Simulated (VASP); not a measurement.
NaCl, 2 atoms in the cell. It takes space group Fm-3m (No. 225, cubic). Conventional cell: a = 5.588 Å, b = 5.588 Å, c = 5.588 Å, α = 90.00°, β = 90.00°, γ = 90.00°. Cl (site symmetry m-3m) has 6 Na at 2.79 Å within 3.7 Å. Within 3.7 Å of Na (site symmetry m-3m) lie 6 Cl at 2.79 Å. 

* Program: VASP 6.6.1
* Task: single point
* Functional: PBE
* Potentials or basis: VASP PAW PBE potentials, release 64 (Cl, Na_pv)
* Cutoff: 520 eV
* k mesh: 8 × 8 × 8
* Occupations: gaussian, width 0.023 eV
* Spin: no spin polarisation
* Dipole correction: no
* Further INCAR settings: ALGO = Normal; EDIFF = 1e-06; NBANDS = 14

Potentials or basis: VASP PAW PBE potentials, release 64 (Cl, Na_pv).

Command:

```console
$ cat potpaw_PBE.64/Cl/POTCAR potpaw_PBE.64/Na_pv/POTCAR > POTCAR
$ mpirun -np 1 vasp_std > vasp.out
```

Hardware: 1 thread of Intel(R) Xeon(R) Platinum 8259CL CPU @ 2.50GHz (Skylake/Cascade Lake) (shared host).

**Question.** How long does it take, and how much memory?

**Answer.** Run time: 18 s on 1 thread of Intel(R) Xeon(R) Platinum 8259CL CPU @ 2.50GHz (Skylake/Cascade Lake) (shared host), peak memory 0.16 GiB. Counts: scf iterations 12, k points 29.
